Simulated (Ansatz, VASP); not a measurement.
AlN: VASP beside Ansatz

```
Al N
1.0
     3.03716    0.00000    0.00000
    -1.51858    2.63026    0.00000
     0.00000    0.00000    4.86121
Al N
2 2
Direct
  0.34941 0.69882 0.00152
  0.65059 0.30118 0.50152
  0.31899 0.63798 0.38348
  0.68101 0.36202 0.88348
```

Change from the starting cell: mode 5 frozen in at +0.086 Å, equal normal strain along x, y and z -0.0167.

Alike in both runs: task single point; functional LDA; k mesh 9 × 9 × 6; occupations gaussian, width 0.05 eV; no spin polarisation.

```csv
,VASP,Ansatz
version,VASP 6.6.1,Ansatz 0.2.0
potentials or method,"VASP PAW LDA potentials, release 64 (Al, N), cutoff 520 eV","scalar-relativistic, plane waves, PAW"
valence electrons in the cell,16,16
```

Ansatz gave:

- gap on the k mesh at the Fermi level (eV): 4.78
- least direct gap on the mesh (eV): 4.78
- pressure (GPa): 11.5
- traceless stress, the component that is largest in VASP (GPa): 0.70
- rms of the force components (eV/Å): 0.231

**Question.** What did VASP give for the same quantities?

**Answer.** gap on the k mesh at the Fermi level (eV): 4.79; least direct gap on the mesh (eV): 4.79; pressure (GPa): 12.3; traceless stress, the component that is largest in VASP (GPa): 0.70; rms of the force components (eV/Å): 0.231.

LDA's correlation is that of Perdew and Zunger in VASP and of Perdew and Wang (1992) in Ansatz. Atom by atom the forces differ by 0.002 eV/Å (rms over components).
